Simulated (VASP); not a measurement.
# CsPbI2Br (P4/mmm) in VASP: further runs, part 2 of 2

VASP 6.6.1. Earlier steps stand in the parts before.

## (3) Single point, PBE (strained)

File INCAR:

```
SYSTEM = CsPbI2Br
  PREC = Accurate
  ENCUT = 520
  EDIFF = 1E-6
  ISMEAR = 0
  SIGMA = 0.02
  LREAL = .FALSE.
  LASPH = .TRUE.
  NELM = 60
  ALGO = Normal
  ISIF = 2
  LWAVE = .FALSE.
  LCHARG = .TRUE.
  GGA = PE
  LELF = .TRUE.
  LVHAR = .TRUE.
  NBANDS = 30
```

File KPOINTS:

```
Automatic mesh
0
G
  4 4 6
  0 0 0
```

File POSCAR:

```
CsPbI2Br
1.0
    6.2739287936      0.0000000000      0.0000000000
    0.0000000000      6.2739287936      0.0000000000
    0.0000000000      0.0000000000      6.2251539020
Cs Pb I Br
1 1 2 1
Direct
    0.5000000000      0.5000000000      0.5000000000
    0.0000000000      0.0000000000      0.0000000000
    0.0000000000      0.5000000000      0.0000000000
    0.5000000000      0.0000000000      0.0000000000
    0.0000000000      0.0000000000      0.5000000000
```

Potentials or basis: VASP PAW PBE potentials, release 64 (Cs_sv, Pb_d, I, Br).

Run with:

```
$ cat potpaw_PBE.64/Cs_sv/POTCAR potpaw_PBE.64/Pb_d/POTCAR potpaw_PBE.64/I/POTCAR potpaw_PBE.64/Br/POTCAR > POTCAR
$ mpirun -np 1 vasp_std > vasp.out
```

OUTCAR:

```text
SYSTEM = CsPbI2Br
   PREC = Accurate
   ENCUT = 520
   EDIFF = 1E-6
   ISMEAR = 0
   LREAL = .FALSE.
   LASPH = .TRUE.
   NELM = 60
   ISIF = 2
   GGA = PE

 ion  position               nearest neighbor table
   1  0.500  0.500  0.500-
   2  0.000  0.000  0.000-   5 3.11   5 3.11   3 3.14   4 3.14   3 3.14   4 3.14
   3  0.000  0.500  0.000-   2 3.14   2 3.14
   4  0.500  0.000  0.000-   2 3.14   2 3.14
   5  0.000  0.000  0.500-   2 3.11   2 3.11

  LATTYP: Found a simple tetragonal cell.
 ALAT       =     6.2739287936
 C/A-ratio  =     0.9922257818

  Lattice vectors:

 A1 = (   6.2739287936,   0.0000000000,   0.0000000000)
 A2 = (   0.0000000000,   6.2739287936,   0.0000000000)
 A3 = (   0.0000000000,   0.0000000000,   6.2251539020)

Analysis of symmetry for initial positions (statically):
=====================================================================
 Subroutine PRICEL returns:
 Original cell was already a primitive cell.

 Routine SETGRP: Setting up the symmetry group for a
 simple tetragonal supercell.

 Subroutine GETGRP returns: Found 16 space group operations
 (whereof 16 operations were pure point group operations)
 out of a pool of 16 trial point group operations.

The static configuration has the point symmetry D_4h.

Analysis of symmetry for dynamics (positions and initial velocities):
=====================================================================
 Subroutine PRICEL returns:
 Original cell was already a primitive cell.

 Routine SETGRP: Setting up the symmetry group for a
 simple tetragonal supercell.

 Subroutine GETGRP returns: Found 16 space group operations
 (whereof 16 operations were pure point group operations)
 out of a pool of 16 trial point group operations.

The dynamic configuration has the point symmetry D_4h.

 Subroutine INISYM returns: Found 16 space group operations
[... 119 lines left out ...]
   IALGO  =     38    algorithm
   IMIX   =      4    mixing-type and parameters
     AMIX     =   0.40;   BMIX     =  1.00
     AMIX_MAG =   1.60;   BMIX_MAG =  1.00
  volume/ion in A,a.u.               =      49.01       330.72
  Fermi-wavevector in a.u.,A,eV,Ry     =   0.923597  1.745346 11.606204  0.853032
  Thomas-Fermi vector in A             =   2.049251
   LORBIT       =      0    0 simple, 1 ext, 2 COOP (PROOUT), +10 PAW based schemes
   GGA     = PE    functional components
   LHFCALC =     F    Hartree Fock is set to
   AEXX    =    0.0000 exact exchange contribution
   IVDW    =     0    specifies the selected vdW correction
   LEPSILON=     F    determine dielectric tensor
   LRPA    =     F    only Hartree local field effects (RPA)
 non-spin polarized calculation
 Gauss-broadening in eV      SIGMA  =   0.02
  energy-cutoff  :      520.00
  volume of cell :      245.04
 maximum number of plane-waves:      6664
 NGX is ok and might be reduce to    48
   NGX = 23   NGY = 23   NGZ = 23

 number of electron      43.9999991 magnetization

 Free energy of the ion-electron system (eV)
  ---------------------------------------------------
  ext. energy  EPLUGINS =         0.00000000
  ---------------------------------------------------
  free energy    TOTEN  =       -14.57205563 eV

  energy without entropy =      -14.57205563  energy(sigma->0) =      -14.57205563

 E-fermi :   1.2667     XC(G=0):  -7.2673

 val. band max:        1.1710296674   @ k =   0.5000   0.5000   0.5000
 cond. band min:       2.5717090924   @ k =   0.5000   0.5000   0.5000
 fundamental gap:      1.4006794250
 Fermi energy:         1.2667253785

 k-point     1 :       0.0000    0.0000    0.0000
  band No.  band energies     occupation
      1     -20.2162      2.00000
      2     -15.5525      2.00000
      3     -15.5408      2.00000
      4     -15.4839      2.00000
      5     -15.4829      2.00000
      6     -15.4829      2.00000
[... 781 lines left out ...]
     29       6.4118      0.00000
     30       7.3126      0.00000

------------------------ aborting loop because EDIFF is reached ----------------------------------------

  FORCE on cell =-STRESS in cart. coord.  units (eV):
  Direction    XX          YY          ZZ          XY          YZ          ZX
  --------------------------------------------------------------------------------------
  -------------------------------------------------------------------------------------
  Total        1.3367214      1.3367214     -1.6666129      0.0000000     -0.0000000      0.0000000
  in kB        8.7402168      8.7402168    -10.8972286      0.0000000     -0.0000000      0.0000000
  external PRESSURE =       2.1944017 kB  Pullay stress =       0.0000000 kB

 VOLUME and BASIS-vectors are now :
 -----------------------------------------------------------------------------
  energy-cutoff  :      520.00
  volume of cell :      245.04
      direct lattice vectors                 reciprocal lattice vectors
     6.273928794  0.000000000  0.000000000     0.159389759  0.000000000  0.000000000
     0.000000000  6.273928794  0.000000000     0.000000000  0.159389759  0.000000000
     0.000000000  0.000000000  6.225153902     0.000000000  0.000000000  0.160638599

 POSITION                                       TOTAL-FORCE (eV/Angst)
 -----------------------------------------------------------------------------------
      3.13696      3.13696      3.11258         0.000000      0.000000      0.000000
      0.00000      0.00000      0.00000         0.000000      0.000000      0.000000
      0.00000      3.13696      0.00000         0.000000      0.000000      0.000000
      3.13696      0.00000      0.00000         0.000000      0.000000      0.000000
      0.00000      0.00000      3.11258         0.000000      0.000000      0.000000
 -----------------------------------------------------------------------------------
    total drift:                               -0.000000     -0.000000      0.000000

  FREE ENERGIE OF THE ION-ELECTRON SYSTEM (eV)
  ---------------------------------------------------
  free  energy   TOTEN  =       -14.5720556330 eV

  energy  without entropy=      -14.5720556330  energy(sigma->0) =      -14.57205563
```

OSZICAR:

```text
N       E                     dE             d eps       ncg     rms          rms(c)
DAV:   1     0.375993357148E+03    0.37599E+03   -0.17574E+04  1440   0.124E+03
DAV:   2     0.284834798578E+02   -0.34751E+03   -0.33546E+03  1772   0.283E+02
DAV:   3    -0.133628569744E+02   -0.41846E+02   -0.41626E+02  1816   0.108E+02
DAV:   4    -0.150546152570E+02   -0.16918E+01   -0.16867E+01  2024   0.284E+01
DAV:   5    -0.151028641816E+02   -0.48249E-01   -0.48238E-01  1896   0.366E+00    0.359E+00
DAV:   6    -0.146158044862E+02    0.48706E+00   -0.69713E-01  2170   0.623E+00    0.234E+00
DAV:   7    -0.145644667186E+02    0.51338E-01   -0.46290E-01  2034   0.308E+00    0.114E+00
DAV:   8    -0.145721143735E+02   -0.76477E-02   -0.59231E-02  1686   0.166E+00    0.249E-01
DAV:   9    -0.145716617150E+02    0.45266E-03   -0.55886E-03  1894   0.490E-01    0.121E-01
DAV:  10    -0.145719006089E+02   -0.23889E-03   -0.19818E-03  1876   0.212E-01    0.761E-02
DAV:  11    -0.145720526016E+02   -0.15199E-03   -0.43714E-04  1722   0.115E-01    0.213E-02
DAV:  12    -0.145720594904E+02   -0.68888E-05   -0.56078E-05  1868   0.401E-02    0.167E-02
DAV:  13    -0.145720553280E+02    0.41624E-05   -0.31412E-05  1864   0.353E-02    0.642E-03
DAV:  14    -0.145720556330E+02   -0.30506E-06   -0.54452E-06  1658   0.101E-02
   1 F= -.14572056E+02 E0= -.14572056E+02  d E =-.134082E-13
```

It took 1.9 min on 1 thread of AMD EPYC 9R14 (Zen 4), shared host; peak memory 0.42 GiB.

Results:

```
Free energy            : -14.5721 eV
Pressure               : 0.2 GPa
Band gap on the k mesh : 1.40 eV
```

Caveat: the cell differs from its parent crystal (strained); spin-orbit coupling is left out, which moves the levels of the heavy elements. A k mesh can miss the band edges.

## (4) Single point, PBE

This run uses another cell than the first one, of 49.01 Å³/atom.

File INCAR:

```
ALGO = Normal
EDIFF = 1E-6
ENCUT = 520
GGA = PE
ISIF = 2
ISMEAR = 1
LASPH = True
LCHARG = False
LREAL = False
LWAVE = False
NBANDS = 30
NELM = 100
PREC = Accurate
SIGMA = 0.02
```

File KPOINTS:

```
k-points
0
Gamma
  4 4 6
```

POSCAR is that of step 3.

Run with:

```
$ cat potpaw_PBE.64/Cs_sv/POTCAR potpaw_PBE.64/Pb_d/POTCAR potpaw_PBE.64/I/POTCAR potpaw_PBE.64/Br/POTCAR > POTCAR
$ mpirun -np 1 vasp_std > vasp.out
```

Run time: 1.8 min. Hardware: 1 thread of AMD EPYC 9R14 (Zen 4), shared host; peak memory 0.42 GiB.

The run converged. Its results:

```yaml
Free_energy: -14.5720 eV
Pressure: 0.2 GPa
Band_gap_on_the_k_mesh: 1.40 eV
```

Stress tensor (GPa, compression positive):
```
 0.87  0.00  0.00
 0.00  0.87  0.00
 0.00  0.00 -1.09
```

Levels at points of the mesh, in eV from the valence-band top:
```
           k point  band 19  band 20  band 21  band 22  band 23  band 24  band 25  band 26
(0.00, 0.00, 0.00)    -1.34    -1.32    -1.27    -1.27     3.13     4.09     4.39     4.74
(0.50, 0.00, 0.00)    -1.53    -1.51    -1.38    -0.84     2.25     4.45     4.56     4.96
(0.50, 0.50, 0.00)    -1.60    -1.41    -0.82    -0.33     1.87     1.87     4.12     5.26
(0.00, 0.00, 0.50)    -1.48    -1.34    -1.34    -1.34     2.43     4.68     4.83     5.49
(0.50, 0.00, 0.50)    -1.67    -1.63    -1.03    -0.56     1.97     2.01     5.11     5.11
(0.50, 0.50, 0.50)    -1.01    -1.01    -0.80     0.00     1.40     1.56     1.56     4.15
```

Caveat: spin-orbit coupling is left out, which moves the levels of the heavy elements. A k mesh can miss the band edges.

## (5) Summary

| cell | smearing | gap on the mesh (eV) | pressure (GPa) |
| --- | --- | --- | --- |
| a = 6.375, b = 6.375, c = 5.962 Å, 5 atoms | gaussian 0.02 eV | 1.47 | 0.3 |
| a = 6.274, b = 6.274, c = 6.225 Å, 5 atoms | gaussian 0.02 eV | 1.40 | 0.2 |
| a = 6.274, b = 6.274, c = 6.225 Å, 5 atoms | methfessel-paxton 0.02 eV | 1.40 | 0.2 |

Alike in all rows: task single point; level PBE; potentials or basis VASP PAW PBE potentials, release 64 (Cs_sv, Pb_d, I, Br); no spin polarisation; k mesh 4 × 4 × 6; cutoff (eV) 520.

Caveats: spin-orbit coupling is left out, which moves the levels of the heavy elements.

Total energies depend on the potentials used, so only differences within one code and one set of settings carry meaning.
